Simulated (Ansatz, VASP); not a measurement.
**Two plane-wave programs on Ba2F**

```
CELL_PARAMETERS angstrom
2.21856 1.28089 8.70096
-2.21856 1.28089 8.70096
0.00000 -2.56177 8.70096
ATOMIC_POSITIONS crystal
Ba 0.27444 0.27444 0.27444
Ba 0.44858 0.44858 0.44858
F 0.94368 0.94368 0.94368
```

Alike in both runs: functional PBE; k mesh 12 × 12 × 12; occupations gaussian, width 0.1 eV; no spin polarisation.

Ansatz relaxed the structure, and its values are those at the end. VASP's run is a single point on that final structure, the one shown.

```csv
,VASP,Ansatz
version,VASP 6.6.1,Ansatz 0.2.0
potentials or method,"VASP PAW PBE potentials, release 64 (Ba_sv, F), cutoff 520 eV","scalar-relativistic, plane waves, PAW"
valence electrons in the cell,27,27
```

```tsv
	VASP	Ansatz	Ansatz less VASP
gap on the k mesh at the Fermi level (eV)	none	none	-
pressure (GPa)	0.3	0.0	-0.28
rms of the force components (eV/Å)	0.005	0.001	-0.0041
```

A gap of «none» marks a metal or a gap that the smearing closes.

Neither program's run includes spin-orbit coupling.
